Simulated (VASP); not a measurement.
Set up this calculation in VASP 6.6.1, as the native input.

```
Task                   : single point
Functional             : PBE
Potentials or basis    : VASP PAW PBE potentials, release 64 (Si, C)
Cutoff                 : 520 eV
k mesh                 : 10 × 10 × 3
Occupations            : gaussian, width 0.05 eV
Spin                   : no spin polarisation
Dipole correction      : no
Further INCAR settings : ALGO = Normal; EDIFF = 1e-06; NBANDS = 26
```

The structure of SiC lies in POSCAR:

```
SiC
1.0
   -3.0759982064      0.0000000000      0.0000000000
   -1.5379991032     -2.6638925888      0.0000000000
   -0.3075998206      0.0000000000     10.0960000000
Si C
4 4
Direct
    0.2679583333      0.3333333333      0.6537500000
    0.3179583333      0.3333333333      0.1537500000
    0.5762916667      0.6666666667      0.9037500000
    0.6262916667      0.6666666667      0.4037500000
    0.2487083333      0.3333333333      0.8462500000
    0.2987083333      0.3333333333      0.3462500000
    0.6570416667      0.6666666667      0.0962500000
    0.6070416667      0.6666666667      0.5962500000
```

The input as run:

INCAR

```
SYSTEM = SiC
PREC = Accurate
ENCUT = 520
EDIFF = 1E-6
ISMEAR = 0
SIGMA = 0.05
LREAL = .FALSE.
LASPH = .TRUE.
NELM = 80
ALGO = Normal
ISIF = 2
LWAVE = .FALSE.
LCHARG = .FALSE.
GGA = PE
NBANDS = 26
```

KPOINTS

```
regular mesh
0
G
  10 10 3
  0 0 0
```

Potentials or basis: VASP PAW PBE potentials, release 64 (Si, C).

Command:

```bash
$ cat potpaw_PBE.64/Si/POTCAR potpaw_PBE.64/C/POTCAR > POTCAR
$ mpirun -np 1 vasp_std > vasp.out
```

It gave:

```json
{
  "Pressure": "3.5 GPa",
  "Largest force": "1.163 eV/Å",
  "Band gap on the k mesh": "2.33 eV (least direct gap 4.02 eV)"
}
```

Caveat: the cell stands under pressure; an odd mesh through Γ misses points on the zone boundary, where band edges can lie; forces of over 1 eV/Å act on the atoms, so gaps and moduli don't describe the material at rest.

Run time: 3.8 min on 1 thread of Intel Xeon 8259CL, with other jobs on the host, peak memory 0.37 GiB.
